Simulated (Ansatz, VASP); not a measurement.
## Two plane-wave programs on AlGa5Sb6

```
Al Ga Sb
1.0
     4.40289   -0.00011    0.00033
    -0.00011    4.40338    0.00026
     0.00211    0.00076   18.59563
Al Ga Sb
1 5 6
Direct
  0.00001 0.99981 0.99999
  0.00004 0.99966 0.66651
  0.49983 0.50022 0.83294
  0.50027 0.49986 0.16705
  0.00012 0.00007 0.33348
  0.49993 0.50031 0.50001
  0.49996 0.00021 0.74975
  0.99983 0.49987 0.91646
  0.49996 0.99987 0.08353
  0.00016 0.50005 0.25026
  0.50000 0.00033 0.41675
  0.99988 0.49974 0.58327
```

Change from the starting cell: cell x1, atoms moved at random (sigma 0.15 Å) and cell strained at random (1.5 %), then relaxed without symmetry.

Alike in both runs: functional PBE; k mesh 6 × 6 × 2; occupations gaussian, width 0.2 eV; no spin polarisation.

Ansatz relaxed the structure, and its values are those at the end. VASP's run is a single point on that final structure, the one shown.

|  | VASP | Ansatz |
| --- | --- | --- |
| version | VASP 6.6.1 | Ansatz 0.2.0 |
| potentials or method | VASP PAW PBE potentials, release 64 (Al, Ga_d, Sb), cutoff 520 eV | scalar-relativistic, plane waves, PAW |
| valence electrons in the cell | 98 | 158 |

Ansatz gave:

| Quantity | Value |
| --- | --- |
| pressure (GPa) | 0.0 |

Task: Which values does VASP return?

Result: Pressure (GPa): 0.1.

VASP's potentials hold 98 valence electrons a cell and Ansatz's 158, so a difference there can come from the potentials and not from the codes.

Spin-orbit coupling is off throughout.
